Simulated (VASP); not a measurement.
# C in VASP: notebook

The runs below take C through electric field gradients, with PBE, r2SCAN.

All numbers are computed with VASP 6.6.1; they aren't measurements. Logs are shortened: lines on timing, memory, paths and dates and some standing lists are left out, and cuts for length are marked.

### Step 1. The cell of the first run

The structure is hexagonal, space group P6_3mc (No. 186). The conventional cell has a = 2.470 Å, b = 2.470 Å, c = 6.790 Å, α = 90.00°, β = 90.00°, γ = 120.00°. C (site symmetry 3m) has 3 C at 1.43 Å within 1.9 Å. Within 1.9 Å of C (site symmetry 3m) lie 3 C at 1.43 Å.

### Step 2. Electric field gradients, PBE

File INCAR:

```
SYSTEM = C
PREC = Accurate
ENCUT = 520
EDIFF = 1E-8
ISMEAR = -1
SIGMA = 0.05
LREAL = .FALSE.
LASPH = .TRUE.
NELM = 60
ALGO = Normal
ISIF = 2
LWAVE = .FALSE.
LCHARG = .FALSE.
GGA = PE
LEFG = .TRUE.
NBANDS = 16
```

File KPOINTS:

```
Automatic mesh
0
G
  15 15 5
  0 0 0
```

File POSCAR:

```
C
1.0
    2.4700000000      0.0000000000      0.0000000000
   -1.2350000000      2.1390827473      0.0000000000
    0.0000000000      0.0000000000      6.7900000000
C
4
Direct
    0.0000000000      0.0000000000      0.0000000000
    0.0000000000      0.0000000000      0.5000000000
    0.3333333333      0.6666666667      0.0050000000
    0.6666666667      0.3333333333      0.5050000000
```

Potentials or basis: VASP PAW PBE potentials, release 64 (C).

The run is started by

```bash
cat potpaw_PBE.64/C/POTCAR > POTCAR
mpirun -np 1 vasp_std > vasp.out
```

OUTCAR:

```text
SYSTEM = C
   PREC = Accurate
   ENCUT = 520
   EDIFF = 1E-8
   ISMEAR = -1
   LREAL = .FALSE.
   LASPH = .TRUE.
   NELM = 60
   ISIF = 2
   GGA = PE

 ion  position               nearest neighbor table
   1  0.000  0.000  0.000-   3 1.43   3 1.43   3 1.43
   2  0.000  0.000  0.500-   4 1.43   4 1.43   4 1.43
   3  0.333  0.667  0.005-   1 1.43   1 1.43   1 1.43
   4  0.667  0.333  0.505-   2 1.43   2 1.43   2 1.43

  LATTYP: Found a hexagonal cell.
 ALAT       =     2.4700000000
 C/A-ratio  =     2.7489878543

  Lattice vectors:

 A1 = (   2.4700000000,   0.0000000000,   0.0000000000)
 A2 = (  -1.2350000000,   2.1390827473,   0.0000000000)
 A3 = (   0.0000000000,   0.0000000000,   6.7900000000)

Analysis of symmetry for initial positions (statically):
=====================================================================
 Subroutine PRICEL returns:
 Original cell was already a primitive cell.

 Routine SETGRP: Setting up the symmetry group for a
 hexagonal supercell.

 Subroutine GETGRP returns: Found 12 space group operations
 (whereof  6 operations were pure point group operations)
 out of a pool of 24 trial point group operations.

The static configuration has the point symmetry C_3v.
 The point group associated with its full space group is C_6v.

Analysis of symmetry for dynamics (positions and initial velocities):
=====================================================================
 Subroutine PRICEL returns:
 Original cell was already a primitive cell.

 Routine SETGRP: Setting up the symmetry group for a
 hexagonal supercell.

 Subroutine GETGRP returns: Found 12 space group operations
 (whereof  6 operations were pure point group operations)
 out of a pool of 24 trial point group operations.

The dynamic configuration has the point symmetry C_3v.
 The point group associated with its full space group is C_6v.

 Subroutine INISYM returns: Found 12 space group operations
 (whereof  6 operations are pure point group operations),
 and found     1 'primitive' translations

----------------------------------------------------------------------------------------

                                     Primitive cell

  volume of cell :      35.8752

[... 140 lines left out ...]

 val. band max:        4.5273295191   @ k =   0.3333   0.3333   0.2000
 cond. band min:       4.5437156900   @ k =   0.3333   0.3333   0.4000
 fundamental gap:      0.0163861709
 Fermi energy:         4.5318919195

 k-point     1 :       0.0000    0.0000    0.0000
  band No.  band energies     occupation
      1     -15.0514      2.00000
      2     -14.7767      2.00000
      3      -3.8858      2.00000
      4      -2.0273      2.00000
      5       1.5262      2.00000
      6       1.5262      2.00000
[... 433 lines left out ...]
      3      -8.1096      2.00000
      4      -8.0483      2.00000
      5      -4.2930      2.00000
      6      -4.1998      2.00000
[... 8 lines left out ...]
     15      16.5973      0.00000
     16      16.6398      0.00000

 [... further k-points ...]

------------------------ aborting loop because EDIFF is reached ----------------------------------------

  FORCE on cell =-STRESS in cart. coord.  units (eV):
  Direction    XX          YY          ZZ          XY          YZ          ZX
  --------------------------------------------------------------------------------------
  -------------------------------------------------------------------------------------
  Total       -0.3008991     -0.3008991      0.6264297      0.0000000      0.0000000      0.0000000
  in kB      -13.4380801    -13.4380801     27.9761938      0.0000000      0.0000000      0.0000000
  external PRESSURE =       0.3666779 kB  Pullay stress =       0.0000000 kB

 VOLUME and BASIS-vectors are now :
 -----------------------------------------------------------------------------
  energy-cutoff  :      520.00
  volume of cell :       35.88
      direct lattice vectors                 reciprocal lattice vectors
     2.470000000  0.000000000  0.000000000     0.404858300  0.233745048  0.000000000
    -1.235000000  2.139082747  0.000000000     0.000000000  0.467490097  0.000000000
     0.000000000  0.000000000  6.790000000     0.000000000  0.000000000  0.147275405

 POSITION                                       TOTAL-FORCE (eV/Angst)
 -----------------------------------------------------------------------------------
      0.00000      0.00000      0.00000         0.000000     -0.000000      0.567490
      0.00000      0.00000      3.39500        -0.000000      0.000000      0.567490
     -0.00000      1.42606      0.03395         0.000000      0.000000     -0.567490
      1.23500      0.71303      3.42895        -0.000000     -0.000000     -0.567490
 -----------------------------------------------------------------------------------
    total drift:                               -0.000000     -0.000000     -0.000002

  FREE ENERGIE OF THE ION-ELECTRON SYSTEM (eV)
  ---------------------------------------------------
  free  energy   TOTEN  =       -36.8322589417 eV

  energy  without entropy=      -36.8309645255  energy(sigma->0) =      -36.83161173

 Electric field gradients (V/A^2)
---------------------------------------------------------------------
 ion       V_xx      V_yy      V_zz      V_xy      V_xz      V_yz
---------------------------------------------------------------------
   1     -15.512   -15.513    31.025    -0.001    -0.000     0.000
   2     -15.512   -15.513    31.025    -0.001     0.000    -0.000
   3     -14.742   -14.742    29.484    -0.001    -0.000     0.000
   4     -14.742   -14.742    29.484    -0.001     0.000    -0.000
---------------------------------------------------------------------

 Electric field gradients after diagonalization (V/A^2)
 (convention: |V_zz| > |V_xx| > |V_yy|)
----------------------------------------------------------------------
 ion       V_xx      V_yy      V_zz     asymmetry (V_yy - V_xx)/ V_zz
----------------------------------------------------------------------
   1     -15.513   -15.512    31.025       0.000
   2     -15.513   -15.512    31.025       0.000
   3     -14.743   -14.741    29.484       0.000
   4     -14.743   -14.741    29.484       0.000
----------------------------------------------------------------------

           NMR quadrupolar parameters

 Cq : quadrupolar parameter    Cq=e*Q*V_zz/h
 eta: asymmetry parameters     (V_yy - V_xx)/ V_zz
 Q  : nuclear electric quadrupole moment in mb (millibarn)
----------------------------------------------------------------------
 ion       Cq(MHz)       eta       Q (mb)
----------------------------------------------------------------------
   1       0.075       0.000       1.000
   2       0.075       0.000       1.000
   3       0.071       0.000       1.000
   4       0.071       0.000       1.000
----------------------------------------------------------------------
```

Run time: 29 s. Hardware: 1 thread of AMD EPYC 7R13 (Zen 3), shared host; peak memory 0.13 GiB.

What came out:

- Free energy: -36.8323 eV
- Pressure: 0.0 GPa
- Largest force: 0.567 eV/Å
- Band gap on the k mesh: zero (bands 8 and 9 overlap by 0.03 eV)
- Largest electric field gradient by atom: C +31.0, +29.5 (each value once) V/Å²

Forces on the atoms (eV/Å):
```
C    0.000  0.000  0.567
C    0.000  0.000  0.567
C    0.000  0.000 -0.567
C    0.000  0.000 -0.567
```

Electric field gradients, principal values (V/Å²):
| atom | least | middle | greatest (by size) |
| --- | --- | --- | --- |
| 1 C | -15.512 | -15.513 | 31.025 |
| 2 C | -15.512 | -15.513 | 31.025 |
| 3 C | -14.741 | -14.743 | 29.484 |
| 4 C | -14.741 | -14.743 | 29.484 |

Caveat: this functional lacks dispersion, which binds the layers, so the pressure and a relaxed spacing across them are unreliable; without QUAD_EFG the Cq values of the log hold for a quadrupole moment of 1 mb, not for the nuclei.

### Step 3. Electric field gradients, r2SCAN

File POSCAR:

```
C
1.0
    2.4700000000      0.0000000000      0.0000000000
   -1.2350000000      2.1390827473      0.0000000000
    0.0000000000      0.0000000000      6.7900000000
C
4
Direct
    0.0000000000      0.0000000000      0.0024974403
    0.0000000000      0.0000000000      0.5024974403
    0.3333333333      0.6666666667      0.0025025597
    0.6666666667      0.3333333333      0.5025025597
```

File INCAR.step1:

```
SYSTEM = C
PREC = Accurate
ENCUT = 520
ISMEAR = -1
SIGMA = 0.05
LREAL = .False.
LASPH = .True.
NELM = 80
NBANDS = 16
GGA = PE
ALGO = Normal
EDIFF = 1E-4
LWAVE = .True.
LCHARG = .False.
```

File INCAR.step2:

```
SYSTEM = C
PREC = Accurate
ENCUT = 520
EDIFF = 1E-8
ISMEAR = -1
SIGMA = 0.05
LREAL = .False.
LASPH = .True.
NELM = 80
ALGO = Normal
ISIF = 2
LWAVE = .False.
LCHARG = .False.
METAGGA = R2SCAN
LMIXTAU = .True.
LEFG = .True.
NBANDS = 16
ISTART = 1
```

File KPOINTS:

```
regular mesh
0
Gamma
  15 15 5
  0 0 0
```

Potentials or basis: VASP PAW PBE potentials, release 64 (C).

The run is started by

```bash
cat potpaw_PBE.64/C/POTCAR > POTCAR
cp INCAR.step1 INCAR
mpirun -np 1 vasp_std > vasp.out
cp INCAR.step2 INCAR
mpirun -np 1 vasp_std > vasp.out
```

OUTCAR:

```text
SYSTEM = C
   PREC = Accurate
   ENCUT = 520
   EDIFF = 1E-8
   ISMEAR = -1
   LREAL = .False.
   LASPH = .True.
   NELM = 80
   ISIF = 2
   METAGGA = R2SCAN
   ISTART = 1

 ion  position               nearest neighbor table
   1  0.000  0.000  0.002-   3 1.43   3 1.43   3 1.43
   2  0.000  0.000  0.502-   4 1.43   4 1.43   4 1.43
   3  0.333  0.667  0.003-   1 1.43   1 1.43   1 1.43
   4  0.667  0.333  0.503-   2 1.43   2 1.43   2 1.43

  LATTYP: Found a hexagonal cell.
 ALAT       =     2.4700000000
 C/A-ratio  =     2.7489878543

  Lattice vectors:

 A1 = (   2.4700000000,   0.0000000000,   0.0000000000)
 A2 = (  -1.2350000000,   2.1390827473,   0.0000000000)
 A3 = (   0.0000000000,   0.0000000000,   6.7900000000)

Analysis of symmetry for initial positions (statically):
[... 662 lines left out ...]
 POSITION                                       TOTAL-FORCE (eV/Angst)
 -----------------------------------------------------------------------------------
      0.00000      0.00000      0.01696         0.000000      0.000000      0.000003
      0.00000      0.00000      3.41196         0.000000      0.000000      0.000003
     -0.00000      1.42606      0.01699         0.000000     -0.000000     -0.000003
      1.23500      0.71303      3.41199        -0.000000      0.000000     -0.000003
 -----------------------------------------------------------------------------------
    total drift:                                0.000000      0.000000     -0.003560

  FREE ENERGIE OF THE ION-ELECTRON SYSTEM (eV)
  ---------------------------------------------------
  free  energy   TOTEN  =       -39.7395687956 eV

  energy  without entropy=      -39.7382864920  energy(sigma->0) =      -39.73892764

 Electric field gradients (V/A^2)
---------------------------------------------------------------------
 ion       V_xx      V_yy      V_zz      V_xy      V_xz      V_yz
---------------------------------------------------------------------
   1     -16.137   -16.137    32.274    -0.001    -0.000     0.000
   2     -16.137   -16.137    32.274    -0.001     0.000    -0.000
   3     -15.174   -15.175    30.348    -0.001     0.000    -0.000
   4     -15.174   -15.175    30.348    -0.001    -0.000     0.000
---------------------------------------------------------------------

 Electric field gradients after diagonalization (V/A^2)
 (convention: |V_zz| > |V_xx| > |V_yy|)
----------------------------------------------------------------------
 ion       V_xx      V_yy      V_zz     asymmetry (V_yy - V_xx)/ V_zz
----------------------------------------------------------------------
   1     -16.138   -16.136    32.274       0.000
   2     -16.138   -16.136    32.274       0.000
   3     -15.175   -15.174    30.348       0.000
   4     -15.175   -15.174    30.348       0.000
----------------------------------------------------------------------

           NMR quadrupolar parameters

 Cq : quadrupolar parameter    Cq=e*Q*V_zz/h
 eta: asymmetry parameters     (V_yy - V_xx)/ V_zz
 Q  : nuclear electric quadrupole moment in mb (millibarn)
----------------------------------------------------------------------
 ion       Cq(MHz)       eta       Q (mb)
----------------------------------------------------------------------
   1       0.078       0.000       1.000
   2       0.078       0.000       1.000
   3       0.073       0.000       1.000
   4       0.073       0.000       1.000
----------------------------------------------------------------------
```

It took 2.2 min on 1 thread of AMD EPYC 7R13 (Zen 3), shared host; peak memory 0.13 GiB.

Results:

| Quantity | Value |
| --- | --- |
| Free energy | -39.7396 eV |
| Pressure | -3.8 GPa |
| Band gap on the k mesh | zero (bands 8 and 9 overlap by 0.03 eV) |
| Largest electric field gradient by atom | C +32.3, +30.3 (each value once) V/Å² |

Electric field gradients, principal values (V/Å²):
```tsv
atom	least	middle	greatest (by size)
1 C	-16.136	-16.138	32.274
2 C	-16.136	-16.138	32.274
3 C	-15.174	-15.175	30.348
4 C	-15.174	-15.175	30.348
```

Caveat: the cell stands under tension; without QUAD_EFG the Cq values of the log hold for a quadrupole moment of 1 mb, not for the nuclei; the PAW data sets were made with another functional, which shifts forces and pressure a little.
